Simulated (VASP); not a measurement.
A run of VASP 6.6.1 is set up as follows.

File POSCAR:

```
BeS
1.0
    0.0000000000      2.3754963136      2.3754963136
    2.3754963136      0.0000000000      2.3754963136
    2.3754963136      2.3754963136      0.0000000000
S Be
1 1
Direct
    0.7500000000      0.7500000000      0.7500000000
    0.0000000000      0.0000000000      0.0000000000
```

The input INCAR.step1:

```
SYSTEM = BeS
PREC     = Accurate       ! precision mode
ENCUT    = 520            ! plane-wave cutoff, eV
EDIFF    = 1E-5           ! SCF threshold, eV
ISMEAR   = 0              ! smearing method
SIGMA    = 0.1            ! smearing width, eV
LREAL    = .False.        ! projectors in reciprocal space
LASPH    = .True.         ! aspherical terms in the spheres
NELM     = 80             ! most SCF steps
ALGO     = Normal         ! electronic algorithm
ISIF     = 2              ! what is computed and relaxed
LWAVE    = .True.         ! write WAVECAR
LCHARG   = .False.        ! write CHGCAR
NBANDS   = 11             ! bands
GGA      = PE             ! functional
```

File INCAR.step2:

```
SYSTEM = BeS
PREC     = Accurate       ! precision mode
ENCUT    = 520            ! plane-wave cutoff, eV
EDIFF    = 1E-7           ! SCF threshold, eV
ISMEAR   = 0              ! smearing method
SIGMA    = 0.1            ! smearing width, eV
LREAL    = .False.        ! projectors in reciprocal space
LASPH    = .True.         ! aspherical terms in the spheres
NELM     = 80             ! most SCF steps
ALGO     = Normal         ! electronic algorithm
ISIF     = 2              ! what is computed and relaxed
LWAVE    = .False.        ! write WAVECAR
LCHARG   = .False.        ! write CHGCAR
GGA      = PE             ! functional
LHFCALC  = .True.         ! exact exchange
AEXX     = 0.25           ! exact-exchange fraction
PRECFOCK = Normal       
NBANDS   = 11             ! bands
ISTART   = 1
```

The input KPOINTS:

```
regular mesh
0
Gamma
  5 5 5
  0 0 0
```

Potentials or basis: VASP PAW PBE potentials, release 64 (S, Be).

Run with:

```sh
$ cat potpaw_PBE.64/S/POTCAR potpaw_PBE.64/Be/POTCAR > POTCAR
$ cp INCAR.step1 INCAR
$ mpirun -np 1 vasp_std > vasp.out
$ cp INCAR.step2 INCAR
$ mpirun -np 1 vasp_std > vasp.out
```

**Question.** Predict the band gap on the k mesh.

**Answer.** 4.98 eV, indirect (least direct gap 7.60 eV).

**Question.** What does it give for the pressure?

**Answer.** 7.0 GPa.

Caveat: the k points lie up to 0.46 Å⁻¹ apart; the PAW data sets were made with another functional, which shifts forces and pressure a little. A k mesh can miss the band edges.
